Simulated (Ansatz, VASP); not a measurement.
Zr4ScCu: VASP beside Ansatz

```
CELL_PARAMETERS angstrom
3.06980 -4.67071 0.00000
3.06980 4.67071 0.00000
0.00000 0.00000 4.80358
ATOMIC_POSITIONS crystal
Zr 0.33763 0.66237 0.00000
Zr 0.66237 0.33763 0.00000
Zr 0.50000 0.00000 0.50000
Zr 0.00000 0.50000 0.50000
Sc 0.00000 0.00000 0.00000
Cu 0.50000 0.50000 0.50000
```

Change from the starting cell: species swapped into the CeSiNi4 type (Cmmm, No. 65).

Alike in both runs: task single point; functional PBE; k mesh 4 × 4 × 4; occupations gaussian, width 0.1 eV; collinear spin.

|  | VASP | Ansatz |
| --- | --- | --- |
| version | VASP 6.6.1 | Ansatz 0.2.0 |
| potentials or method | VASP PAW PBE potentials, release 64 (Zr_sv, Sc_sv, Cu), cutoff 600 eV | scalar-relativistic, plane waves, PAW |
| valence electrons in the cell | 70 | 78 |

```tsv
	VASP	Ansatz	Ansatz less VASP
gap on the k mesh at the Fermi level (eV)	none	none	-
pressure (GPa)	0.3	0.2	-0.09
traceless stress, the component that is largest in VASP (GPa)	-0.32	-0.35	-0.027
rms of the force components (eV/Å)	0.021	0.024	+0.0021
net moment per atom (μB)	0.00	0.00	0.000
```

Atom by atom the forces differ by 0.002 eV/Å (rms over components). A gap of «none» marks a metal or a gap that the smearing closes. VASP's potentials hold 70 valence electrons a cell and Ansatz's 78, so a difference there can come from the potentials and not from the codes. Ansatz's warnings: seeded moment not kept.
